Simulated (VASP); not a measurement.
Input of a VASP 6.6.1 run:

Contents of INCAR:

```
SYSTEM = Mg3Se4
PREC = Accurate
ENCUT = 520
EDIFF = 1E-7
ISMEAR = 0
SIGMA = 0.2
LREAL = .False.
LASPH = .True.
NELM = 80
ALGO = Normal
ISIF = 2
LWAVE = .False.
LCHARG = .True.
GGA = PE
LELF = .True.
LVHAR = .True.
NBANDS = 24
```

File KPOINTS:

```
Automatic mesh
0
Gamma
  3 3 3
  0 0 0
```

POSCAR

```
Mg3Se4
1.0
    8.9690795459      0.0000000000      0.0000000000
   -4.4845397730      7.7674507353      0.0000000000
    0.0000000000      0.0000000000      5.2035571364
Mg Se
3 4
Direct
    0.5000000000      0.0000000000      0.5000000000
    0.0000000000      0.5000000000      0.5000000000
    0.5000000000      0.5000000000      0.5000000000
    0.3333333333      0.6666666667      0.5000000000
    0.6666666667      0.3333333333      0.5000000000
    0.3333333333      0.6666666667      0.0000000000
    0.6666666667      0.3333333333      0.0000000000
```

Potentials or basis: VASP PAW PBE potentials, release 64 (Mg, Se).

The run is started by

```sh
$ cat potpaw_PBE.64/Mg/POTCAR potpaw_PBE.64/Se/POTCAR > POTCAR
$ mpirun -np 1 vasp_std > vasp.out
```

Q: Estimate the pressure.

A: -0.1 GPa.

Q: Predict the band gap on the k mesh.

A: Zero (bands 15 and 16 overlap by 0.32 eV).

Stress tensor (GPa, compression positive):
```
 0.02  0.00  0.00
 0.00  0.02  0.00
 0.00  0.00 -0.21
```

Caveat: the k points lie up to 0.40 Å⁻¹ apart; semilocal functionals underestimate gaps, so a narrow gap can read as zero.
